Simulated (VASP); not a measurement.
# BP (I-4m2) in VASP: G0W0 quasiparticle levels with PBE

Aim: the G0W0 quasiparticle levels of BP with PBE.

Program: VASP 6.6.1. These are calculated values, not measurements. Logs are shortened: lines on timing, memory, paths and dates and some standing lists are left out, and cuts for length are marked.

## 1. The cell of the first run

The structure is tetragonal, space group I-4m2 (No. 119). Conventional cell: a = 3.208 Å, b = 3.208 Å, c = 4.491 Å, α = 90.00°, β = 90.00°, γ = 90.00°. Within 2.6 Å of B (site symmetry -4m2) lie 4 P at 1.96 Å. Within 2.6 Å of P (site symmetry -4m2) lie 4 B at 1.96 Å.

## 2. G0W0 quasiparticle levels, PBE

POSCAR reads:

```
BP
1.0
    0.0000000000      2.2683156689      2.2456325122
    2.2683156689      0.0000000000      2.2456325122
    2.2683156689      2.2683156689      0.0000000000
B P
1 1
Direct
    0.0000000000      0.0000000000      0.0000000000
    0.2500000000      0.2500000000      0.2500000000
```

INCAR.step1 reads:

```
SYSTEM = BP
PREC = Accurate
ENCUT = 500
EDIFF = 1E-8
ISMEAR = 0
SIGMA = 0.01
LREAL = .FALSE.
LASPH = .TRUE.
NELM = 60
ALGO = Normal
LWAVE = .TRUE.
LCHARG = .FALSE.
GGA = PE
```

INCAR.step2 reads:

```
SYSTEM = BP
PREC = Accurate
ENCUT = 500
EDIFF = 1E-8
ISMEAR = 0
SIGMA = 0.01
LREAL = .FALSE.
LASPH = .TRUE.
NELM = 1
ALGO = Exact
LWAVE = .TRUE.
LCHARG = .FALSE.
GGA = PE
NBANDS = 100
LOPTICS = .TRUE.
ISTART = 1
```

INCAR.step3 reads:

```
SYSTEM = BP
PREC = Accurate
ENCUT = 500
EDIFF = 1E-8
ISMEAR = 0
SIGMA = 0.01
LREAL = .FALSE.
LASPH = .TRUE.
ALGO = EVGW0
LWAVE = .FALSE.
LCHARG = .FALSE.
GGA = PE
NELMGW = 1
NBANDS = 100
ENCUTGW = 150.0
NOMEGA = 96
PRECFOCK = Fast
ISTART = 1
NBANDSGW = 12
OMEGAMAX = 20
```

KPOINTS reads:

```
regular mesh
0
G
  6 6 6
  0 0 0
```

Potentials or basis: VASP PAW PBE potentials, release 64 (B_GW, P_GW).

On the command line:

```console
$ cat potpaw_PBE.64/B_GW/POTCAR potpaw_PBE.64/P_GW/POTCAR > POTCAR
$ cp INCAR.step1 INCAR
$ mpirun -np 1 vasp_std > vasp.out
$ cp INCAR.step2 INCAR
$ mpirun -np 1 vasp_std > vasp.out
$ cp INCAR.step3 INCAR
$ mpirun -np 1 vasp_std > vasp.out
```

OUTCAR:

```text
SYSTEM = BP
   PREC = Accurate
   ENCUT = 500
   EDIFF = 1E-8
   ISMEAR = 0
   LREAL = .FALSE.
   LASPH = .TRUE.
   GGA = PE
   NELMGW = 1
   ENCUTGW = 150.0
   PRECFOCK = Fast
   ISTART = 1

 ion  position               nearest neighbor table
   1  0.000  0.000  0.000-   2 1.96   2 1.96   2 1.96   2 1.96
   2  0.250  0.250  0.250-   1 1.96   1 1.96   1 1.96   1 1.96

  LATTYP: Found a body centered tetragonal cell.
 ALAT       =     3.2078827827
 C/A-ratio  =     1.4000714267

  Lattice vectors:

 A1 = (   0.0000000000,  -2.2683156689,  -2.2456325122)
 A2 = (   0.0000000000,   2.2683156689,  -2.2456325122)
 A3 = (   2.2683156689,   0.0000000000,   2.2456325122)

Analysis of symmetry for initial positions (statically):
=====================================================================
 Subroutine PRICEL returns:
 Original cell was already a primitive cell.

 Routine SETGRP: Setting up the symmetry group for a
 body centered tetragonal supercell.

 Subroutine GETGRP returns: Found  8 space group operations
 (whereof  8 operations were pure point group operations)
 out of a pool of 16 trial point group operations.

The static configuration has the point symmetry D_2d.

Analysis of symmetry for dynamics (positions and initial velocities):
=====================================================================
 Subroutine PRICEL returns:
 Original cell was already a primitive cell.

 Routine SETGRP: Setting up the symmetry group for a
 body centered tetragonal supercell.

 Subroutine GETGRP returns: Found  8 space group operations
 (whereof  8 operations were pure point group operations)
 out of a pool of 16 trial point group operations.

The dynamic configuration has the point symmetry D_2d.

 Subroutine INISYM returns: Found  8 space group operations
 (whereof  8 operations are pure point group operations),
 and found     1 'primitive' translations

----------------------------------------------------------------------------------------

                                     Primitive cell

  volume of cell :      23.1087

  direct lattice vectors                    reciprocal lattice vectors
     0.000000000  2.268315669  2.245632512    -0.220427874  0.220427874  0.222654418
     2.268315669  0.000000000  2.245632512     0.220427874 -0.220427874  0.222654418
     2.268315669  2.268315669  0.000000000     0.220427874  0.220427874 -0.222654418

  length of vectors
     3.191883669  3.191883669  3.207882783     0.383082086  0.383082086  0.383082086

  position of ions in fractional coordinates (direct lattice)
     0.000000000  0.000000000  0.000000000
     0.250000000  0.250000000  0.250000000

  ion indices of the primitive-cell ions
   primitive index   ion index
                 1           1
                 2           2

----------------------------------------------------------------------------------------

 KPOINTS: regular mesh

Automatic generation of k-mesh.
 Grid dimensions read from file:
 generate k-points for:    6    6    6

 Generating k-lattice:

  Cartesian coordinates                     Fractional coordinates (reciprocal lattice)
    -0.036737979  0.036737979  0.037109070     0.166666667 -0.000000000  0.000000000
     0.036737979 -0.036737979  0.037109070    -0.000000000  0.166666667  0.000000000
     0.036737979  0.036737979 -0.037109070     0.000000000  0.000000000  0.166666667

  Length of vectors
     0.063847014  0.063847014  0.063847014

  Shift w.r.t. Gamma in fractional coordinates (k-lattice)
     0.000000000  0.000000000  0.000000000

 Subroutine IBZKPT returns following result:
 ===========================================

 Found     30 irreducible k-points:

 Following reciprocal coordinates:
            Coordinates               Weight
  0.000000  0.000000  0.000000      1.000000
  0.166667 -0.000000  0.000000      8.000000
  0.333333 -0.000000  0.000000      8.000000
  0.500000  0.000000  0.000000      4.000000
  0.166667  0.166667  0.000000      2.000000
  0.333333  0.166667  0.000000      8.000000
[... 16 lines left out ...]
  0.333333  0.000000  0.333333      4.000000
  0.500000  0.000000  0.333333     16.000000
 [... further k-points ...]
   k-points           NKPTS =     30   k-points in BZ     NKDIM =    216   number of bands    NBANDS=    100
   number of dos      NEDOS =    301   number of ions     NIONS =      2
   total plane-waves  NPLWV =  13824
   dimension x,y,z NGX =    24 NGY =   24 NGZ =   24
   dimension x,y,z NGXF=    48 NGYF=   48 NGZF=   48
   ions per type =               1   1
   NGX,Y,Z   is equivalent  to a cutoff of  12.50, 12.50, 12.44 a.u.
   NGXF,Y,Z  is equivalent  to a cutoff of  25.00, 25.00, 24.88 a.u.
 SYSTEM =  BP
   PREC   = accura    normal or accurate (medium, high low for compatibility)
   ISTART =      1    job   : 0-new  1-cont  2-samecut
   ICHARG =      0    charge: 1-file 2-atom 10-const
   ISPIN  =      1    spin polarized calculation?
   LNONCOLLINEAR =      F non collinear calculations
   LSORBIT =      F    spin-orbit coupling
   LASPH  =      T    aspherical Exc in radial PAW
   ENCUT  =  500.0 eV  36.75 Ry    6.06 a.u.   5.82  5.82  5.85*2*pi/ulx,y,z
   NELM   =     60;   NELMIN=  2; NELMDL=  0     # of ELM steps
   EDIFF  = 0.1E-07   stopping-criterion for ELM
   LREAL  =      F    real-space projection
   EDIFFG = 0.1E-06   stopping-criterion for IOM
   NSW    =      0    number of steps for IOM
   IBRION =     -1    ionic relax: 0-MD 1-quasi-New 2-CG
   NFREE  =      0    steps in history (QN), initial steepest desc. (CG)
   ISIF   =      0    stress and relaxation
   ISYM   =      3    0-nonsym 1-usesym 2-fastsym
   POTIM  = 0.5000    time-step for ionic-motion
   TEBEG  =    0.0;   TEEND  =   0.0 temperature during run
   PSTRESS=    0.0 pullay stress
   NELECT =       8.0000    total number of electrons
   NUPDOWN=      -1.0000    fix difference up-down
   EMIN   =  10.00;   EMAX   =-10.00  energy-range for DOS
   EFERMI =   0.00;   METHOD = LEGACY
   ISMEAR =     0;   SIGMA  =   0.01  broadening in eV -4-tet -1-fermi 0-gaus
   EFERMI_NEDOS =   21; number of points for ismear=-14 and -15
   IALGO  =     38    algorithm
   IMIX   =      4    mixing-type and parameters
     AMIX     =   0.40;   BMIX     =  1.00
     AMIX_MAG =   1.60;   BMIX_MAG =  1.00
  volume/ion in A,a.u.               =      11.55        77.97
  Fermi-wavevector in a.u.,A,eV,Ry     =   1.149510  2.172260 17.978390  1.321374
  Thomas-Fermi vector in A             =   2.286180
   LORBIT       =      0    0 simple, 1 ext, 2 COOP (PROOUT), +10 PAW based schemes
   GGA     = PE    functional components
   LHFCALC =     T    Hartree Fock is set to
   PRECFOCK=fast      Normal, Fast or Accurate (Low or Medium for compatibility)
   ENCUT4O =  -1.0   cutoff for four orbital integrals eV
   NKREDX  =     1    reduce k-point grid by
   NKREDY  =     1    reduce k-point grid by
   NKREDZ  =     1    reduce k-point grid by
   AEXX    =    1.0000 exact exchange contribution
   HFSCREEN=    0.0000 screening length (either q_TF or 0.3 A-1)
   HFSCREENC=   0.0000 screening length for correlation (either q_TF or 0.3 A-1)
   ENCUTFOCK=  -1.0 apply spherical cutoff to Coloumb kernel
   IVDW    =     0    specifies the selected vdW correction
   LEPSILON=     F    determine dielectric tensor
   LRPA    =     F    only Hartree local field effects (RPA)
   LRPAFORCE           =     F    calculate RPA forces
   ENCUTGW             = 150.0    cutoff for response function in eV
   ENCUTGWSOFT         = 120.0    soft cutoff for Coulomb kernel in GW response function in eV
   ENCUTLF             =  -1.0    cutoff for local field effects
   NELMGW              =     1    number of iterations in solving QP/BSE equation
   NELMHF              =     1    number of iterations in the inner HF iteration
   NKREDLFX            =     1    NKREDLFY  =   1   NKREDLFZ  =   1
 non-spin polarized calculation
 Gauss-broadening in eV      SIGMA  =   0.01
  energy-cutoff  :      500.00
  volume of cell :       23.11
 maximum number of plane-waves:       598
  NGX = 14; NGY = 14; NGZ = 14
   NGX = 11   NGY = 11   NGZ = 11
 maximum number of plane-waves:       113

 QP shifts <psi_nk| G(iteration)W_0 |psi_nk>: iteration 1
 for sc-GW calculations column KS-energies equals QP-energies in previous step
 and V_xc(KS)=  KS-energies - (<T + V_ion + V_H > + <T+V_H+V_ion>^1  + <V_x>^1)

 k-point   1 :       0.0000    0.0000    0.0000
  band No.  KS-energies  QP-energies   sigma(KS)   V_xc(KS)     V^pw_x(r,r')   Z            occupation Imag(sigma)

      1      -8.2965      -9.0186     -13.1423     -12.0846     -20.5344       0.6827       2.0000       1.3086
      2       7.2312       6.7214     -13.9901     -13.3435     -14.9831       0.7884       2.0000       0.0198
      3       7.2312       6.7214     -13.9901     -13.3435     -14.9831       0.7884       2.0000       0.0198
      4       7.3291       6.8217     -13.9672     -13.3239     -14.9356       0.7887       2.0000       0.0195
      5      10.6461      11.0264     -11.6302     -12.1147      -7.1731       0.7849       0.0000      -0.0552
      6      10.7029      11.0821     -11.6243     -12.1070      -7.1567       0.7854       0.0000      -0.0551
      7      10.7029      11.0821     -11.6243     -12.1070      -7.1567       0.7854       0.0000      -0.0551
      8      14.8054      15.1708     -12.2866     -12.7735      -6.1952       0.7504       0.0000      -0.1285
      9      18.8620      18.7846      -9.6094      -9.5107      -3.3920       0.7848       0.0000      -0.3082
     10      19.1825      19.6510     -11.1819     -11.7867      -5.0197       0.7746       0.0000      -0.2584
     11      19.4417      19.9126     -11.1944     -11.8018      -4.9734       0.7754       0.0000      -0.2765
     12      22.8858      22.9460      -9.8945      -9.9714      -2.8444       0.7828       0.0000      -0.7244

 k-point   2 :       0.1667   -0.0000    0.0000
  band No.  KS-energies  QP-energies   sigma(KS)   V_xc(KS)     V^pw_x(r,r')   Z            occupation Imag(sigma)

      1      -7.7941      -8.5315     -13.1761     -12.1257     -20.3827       0.7020       2.0000       1.2454
      2       4.4099       3.7725     -13.5489     -12.7197     -15.4684       0.7688       2.0000       0.0389
      3       6.5521       6.0192     -13.8335     -13.1548     -15.0063       0.7852       2.0000       0.0223
      4       6.6359       6.1064     -13.8207     -13.1465     -14.9702       0.7853       2.0000       0.0219
      5      11.3098      11.6533     -11.7672     -12.2063      -7.0964       0.7824       0.0000      -0.0603
      6      11.5984      12.0030     -11.7522     -12.2715      -7.0045       0.7793       0.0000      -0.0624
      7      11.6015      12.0076     -11.7349     -12.2562      -6.9866       0.7791       0.0000      -0.0622
      8      16.0662      16.4280     -12.1270     -12.6137      -5.7274       0.7433       0.0000      -0.1796
      9      18.0760      18.4293     -10.7480     -11.2013      -4.7533       0.7792       0.0000      -0.2348
     10      18.2315      18.5833     -10.7380     -11.1899      -4.7078       0.7783       0.0000      -0.2456
     11      20.1120      20.1253      -9.8601      -9.8772      -3.3744       0.7750       0.0000      -0.3833
     12      22.5319      22.5518      -9.9425      -9.9682      -3.0385       0.7740       0.0000      -0.5856
[... 324 lines left out ...]
      1      -5.6980      -6.3977     -13.2898     -12.3190     -19.7362       0.7207       2.0000       0.9339
      2       1.6064       0.8757     -13.9120     -12.9160     -17.2887       0.7336       2.0000       0.1148
      3       3.7586       3.0845     -13.4897     -12.6070     -15.7131       0.7637       2.0000       0.0445
      4       3.7856       3.1125     -13.4814     -12.6003     -15.6981       0.7640       2.0000       0.0444
      5       8.6790       8.8642     -10.9085     -11.1406      -6.7943       0.7979       0.0000      -0.0490
      6      10.5835      10.7785     -10.3097     -10.5544      -5.6566       0.7970       0.0000      -0.0594
      7      16.8029      17.2987     -12.1014     -12.7677      -5.5374       0.7442       0.0000      -0.2330
      8      17.0525      17.5500     -12.1333     -12.8019      -5.5111       0.7441       0.0000      -0.2454
      9      20.9905      21.4108     -12.1101     -12.6744      -4.6833       0.7446       0.0000      -0.5067
     10      22.0635      22.5336     -11.3443     -11.9595      -4.3639       0.7642       0.0000      -0.5239
     11      24.5835      24.8280     -11.0261     -11.3539      -3.5370       0.7457       0.0000      -0.6898
     12      26.9992      27.3633     -11.6376     -12.1248      -3.5856       0.7473       0.0000      -1.0879

 k-point  24 :       0.5000    0.0000    0.3333
  band No.  KS-energies  QP-energies   sigma(KS)   V_xc(KS)     V^pw_x(r,r')   Z            occupation Imag(sigma)

      1      -4.1646      -4.8279     -13.4889     -12.5627     -19.3210       0.7162       2.0000       0.6918
      2      -0.3534      -1.0964     -13.7013     -12.6682     -17.9837       0.7192       2.0000       0.2366
      3       2.0458       1.3350     -12.9593     -12.0124     -15.7128       0.7506       2.0000       0.0767
      4       3.5769       2.8911     -13.5020     -12.6028     -15.8141       0.7626       2.0000       0.0471
      5       9.2135       9.3962     -10.6927     -10.9213      -6.3862       0.7991       0.0000      -0.0523
      6      11.4790      11.7361     -10.9023     -11.2286      -6.0672       0.7880       0.0000      -0.0652
      7      17.2482      17.7220     -11.8682     -12.5037      -5.1722       0.7455       0.0000      -0.2631
      8      17.5993      18.0577     -12.0261     -12.6423      -5.2267       0.7439       0.0000      -0.2816
      9      21.0701      21.5084     -11.7598     -12.3486      -4.3217       0.7445       0.0000      -0.5119
     10      22.3169      22.7400     -11.4551     -12.0145      -4.2165       0.7563       0.0000      -0.5806
     11      25.0254      25.4129     -12.0374     -12.5621      -4.0784       0.7385       0.0000      -0.8175
     12      26.3825      26.8097     -11.8794     -12.4483      -4.1413       0.7510       0.0000      -0.9486

 [... further k-points ...]
```

It took 5.1 min on 1 thread of Intel Xeon Platinum 8559C (Emerald Rapids), shared host; peak memory 0.51 GiB.

Results:

```
Quasiparticle gap                                   : 1.82 eV
Least direct quasiparticle gap                      : 4.20 eV
Band gap of the starting levels on the mesh         : 1.17 eV
Least direct gap of the starting levels on the mesh : 3.32 eV
```

Caveat: the k points lie up to 0.40 Å⁻¹ apart; bands, screening cutoff and mesh are small and nothing is extrapolated, so the quasiparticle values aren't converged.
